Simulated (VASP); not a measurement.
Sr, 2 atoms in the cell. The structure is hexagonal, space group P6_3/mmc (No. 194). Conventional cell: a = 4.439 Å, b = 4.439 Å, c = 7.050 Å, α = 90.00°, β = 90.00°, γ = 120.00°. Within 5.7 Å of Sr (site symmetry -6m2) lie 12 Sr at 4.36 to 4.44 Å. This isn't the form of Sr at room conditions, which is fcc. This cell differs from its parent crystal: strain +0.030 along x and y, +0.000 along z.

* Program: VASP 6.6.1
* Task: single point
* Functional: r2SCAN
* Potentials or basis: VASP PAW PBE potentials, release 64 (Sr_sv)
* Cutoff: 520 eV
* k mesh: 12 × 12 × 8
* Occupations: gaussian, width 0.15 eV
* Spin: no spin polarisation
* Dipole correction: no
* Further INCAR settings: ALGO = Normal; EDIFF = 1e-07; NBANDS = 17

Potentials or basis: VASP PAW PBE potentials, release 64 (Sr_sv).

Run with:

```bash
$ cat potpaw_PBE.64/Sr_sv/POTCAR > POTCAR
$ cp INCAR.step1 INCAR
$ mpirun -np 1 vasp_std > vasp.out
$ cp INCAR.step2 INCAR
$ mpirun -np 1 vasp_std > vasp.out
```

Hardware: 1 thread of Oxide Virtual Turin-like Processor, on a shared host.

Problem. Estimate the wall time of this run.

Solution. Run time: 19 min on 1 thread of Oxide Virtual Turin-like Processor, on a shared host, peak memory 0.35 GiB. Counts: k points 95.
